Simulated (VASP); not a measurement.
Set up this calculation in VASP 6.6.1, as the native input.

```
Task                   : single point
Functional             : LDA
Potentials or basis    : VASP PAW LDA potentials, release 64 (Pd, Te)
Cutoff                 : 500 eV
k mesh                 : 5 × 5 × 5
Occupations            : gaussian, width 0.05 eV
Spin                   : collinear spin, zero start
Starting moments       : [0.0, 0.0] μB
Hubbard terms          : Pd d U = 5.0 eV, J = 0.9 eV
Dipole correction      : no
LDAUTYPE               : 1
Hund's J               : 0.9
Further INCAR settings : ALGO = Normal; EDIFF = 1e-06; NBANDS = 19
```

The structure of TePd lies in POSCAR:

```
TePd
1.0
    3.6310931200      0.0000000000      0.0000000000
    0.0000000000      3.6310931200      0.0000000000
    0.0000000000      0.0000000000      3.6310931200
Pd Te
1 1
Direct
    0.0000000000      0.0000000000      0.0000000000
    0.5000000000      0.5000000000      0.5000000000
```

The input as run:

INCAR

```
  PREC = Accurate
  ENCUT = 500
  EDIFF = 1E-6
  ISMEAR = 0
  SIGMA = 0.05
  LREAL = F
  LASPH = T
  NELM = 200
  ALGO = Normal
  ISIF = 2
  LWAVE = F
  LCHARG = F
  ISPIN = 2
  MAGMOM = 0 0
  LORBIT = 11
  LMAXMIX = 4
  LDAU = T
  LDAUTYPE = 1
  LDAUL = 2 -1
  LDAUU = 5 0
  LDAUJ = 0.9 0
  LDAUPRINT = 1
  GGA = CA
  NBANDS = 19
  GGA_COMPAT = F
```

KPOINTS

```
regular mesh
0
Gamma
  5 5 5
```

Potentials or basis: VASP PAW LDA potentials, release 64 (Pd, Te).

Command:

```bash
$ cat potpaw_LDA.64/Pd/POTCAR potpaw_LDA.64/Te/POTCAR > POTCAR
$ mpirun -np 1 vasp_std > vasp.out
```

It gave:

```yaml
Pressure: -17.6 GPa
Band_gap_on_the_k_mesh: zero (filled and empty bands overlap)
Net_moment: 0.00 μB per cell
Valence_electrons_inside_the_program's_atomic_spheres: Pd 9.46; Te 3.17
```

Caveat: spin-orbit coupling is left out, which moves the levels of the heavy elements; the U is typed as a test and isn't derived for this compound.

It took 35 s on 1 thread of AMD EPYC 7R13, on a shared host, peak memory 0.12 GiB.
